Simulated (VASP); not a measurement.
Input of a VASP 6.6.1 run:

Contents of INCAR:

```
PREC = Accurate
ENCUT = 500
EDIFF = 1E-6
ISMEAR = 0
SIGMA = 0.1
LREAL = False
LASPH = True
NELM = 120
ALGO = Normal
ISIF = 2
LWAVE = False
LCHARG = True
GGA = PS
LELF = True
LVHAR = True
NBANDS = 14
GGA_COMPAT = False
```

KPOINTS

```
regular mesh
0
Gamma
  8 8 8
```

The input POSCAR:

```
TiB
1.0
    0.0000000000      2.2448305324      2.2448305324
    2.2448305324      0.0000000000      2.2448305324
    2.2448305324      2.2448305324      0.0000000000
Ti B
1 1
Direct
    0.0000000000      0.0000000000      0.0000000000
    0.5000000000      0.5000000000      0.5000000000
```

Potentials or basis: VASP PAW PBE potentials, release 64 (Ti_sv, B).

Command:

```console
$ cat potpaw_PBE.64/Ti_sv/POTCAR potpaw_PBE.64/B/POTCAR > POTCAR
$ mpirun -np 1 vasp_std > vasp.out
```

**Question.** Estimate the band gap on the k mesh.

**Answer.** Zero (an odd number of electrons rules out a gap without spin polarisation).

**Question.** What does it give for the pressure?

**Answer.** 0.1 GPa.

Caveat: the PAW data sets were made with another functional, which shifts forces and pressure a little.
